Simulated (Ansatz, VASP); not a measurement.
**One calculation of SnSe2, two programs**

INCAR

```
  PREC = Accurate
  ENCUT = 520
  EDIFF = 1E-6
  ISMEAR = 0
  SIGMA = 0.05
  LREAL = False
  LASPH = True
  NELM = 60
  ALGO = Normal
  ISIF = 2
  LWAVE = False
  LCHARG = False
  NBANDS = 20
```

File KPOINTS:

```
regular mesh
0
Gamma
  9 9 6
```

File POSCAR:

```
SnSe2
1.0
    3.8109987816      0.0000000000      0.0000000000
   -1.9054993908      3.3004217586      0.0000000000
    0.0000000000      0.0000000000      6.1370000000
Sn Se
1 2
Direct
    0.0000000000      0.0000000000      0.0000000000
    0.3333333333      0.6666666667      0.2500000000
    0.6666666667      0.3333333333      0.7500000000
```

Input for Ansatz:

```yaml
crystal:
  lattice:
    - [3.8109987816, 0.0, 0.0]
    - [-1.9054993908, 3.3004217586, 0.0]
    - [0.0, 0.0, 6.137]
  atoms:
    - { symbol: Sn, position: [0.0, 0.0, 0.0] }
    - { symbol: Se, position: [0.3333333333, 0.6666666667, 0.25] }
    - { symbol: Se, position: [0.6666666667, 0.3333333333, 0.75] }
basis:
  ecutwfc: 420
kpoints:
  mp_grid: { grid: [9, 9, 6] }
hamiltonian:
  xc: lda
scf:
  occupations: { method: gaussian, width: 0.05 }
output:
  forces: true
  stress: true
  eigenvalues: true
```

Alike in both runs: task single point; functional LDA; k mesh 9 × 9 × 6; occupations gaussian, width 0.05 eV; no spin polarisation.

|  | VASP | Ansatz |
| --- | --- | --- |
| version | VASP 6.6.1 | Ansatz 0.2.0 |
| potentials or method | VASP PAW LDA potentials, release 64 (Sn_d, Se), cutoff 520 eV | scalar-relativistic, plane waves, PAW |
| valence electrons in the cell | 26 | 46 |

|  | VASP | Ansatz | Ansatz less VASP |
| --- | --- | --- | --- |
| gap on the k mesh at the Fermi level (eV) | 0.56 | 0.55 | -0.011 |
| least direct gap on the mesh (eV) | 0.90 | 0.88 | -0.017 |
| pressure (GPa) | 0.7 | 0.5 | -0.19 |
| traceless stress, the component that is largest in VASP (GPa) | 0.98 | 0.98 | +0.003 |
| rms of the force components (eV/Å) | 0.208 | 0.196 | -0.0127 |

LDA's correlation is that of Perdew and Zunger in VASP and of Perdew and Wang (1992) in Ansatz. Atom by atom the forces differ by 0.013 eV/Å (rms over components). VASP's potentials hold 26 valence electrons a cell and Ansatz's 46, so a difference there can come from the potentials and not from the codes.
